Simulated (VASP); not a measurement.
A run of VASP 6.6.1:

INCAR

```
  ALGO = Normal
  EDIFF = 1E-6
  ENCUT = 520
  GGA = PS
  ISIF = 2
  ISMEAR = -1
  LASPH = T
  LCHARG = F
  LREAL = F
  LWAVE = F
  NBANDS = 62
  NELM = 60
  PREC = Accurate
  SIGMA = 0.05
```

File KPOINTS:

```
k-points
0
Gamma
  5 5 7
```

The input POSCAR:

```
ScGePd
1.0
    6.5444335010      0.0000000000      0.0000000000
   -3.2722167505      5.6676446741      0.0000000000
    0.0000000000      0.0000000000      3.8299186352
Sc Ge Pd
3 3 3
Direct
    0.0000000000      0.5766200000      0.0000000000
    0.4233800000      0.4233800000      0.0000000000
    0.5766200000      0.0000000000      0.0000000000
    0.3333333333      0.6666666667      0.5000000000
    0.6666666667      0.3333333333      0.5000000000
    0.0000000000      0.0000000000      0.0000000000
    0.0000000000      0.2487700000      0.5000000000
    0.7512300000      0.7512300000      0.5000000000
    0.2487700000      0.0000000000      0.5000000000
```

Potentials or basis: VASP PAW PBE potentials, release 64 (Sc_sv, Ge_d, Pd).

Run with:

```sh
$ cat potpaw_PBE.64/Sc_sv/POTCAR potpaw_PBE.64/Ge_d/POTCAR potpaw_PBE.64/Pd/POTCAR > POTCAR
$ mpirun -np 1 vasp_std > vasp.out
```

Hardware: 1 thread of Intel(R) Xeon(R) Platinum 8488C (Sapphire Rapids) (shared host).

Task: Estimate the wall time of this run.

Result: It took 3.1 min on 1 thread of Intel(R) Xeon(R) Platinum 8488C (Sapphire Rapids) (shared host), peak memory 0.33 GiB. Counts: scf iterations 14, k points 20.
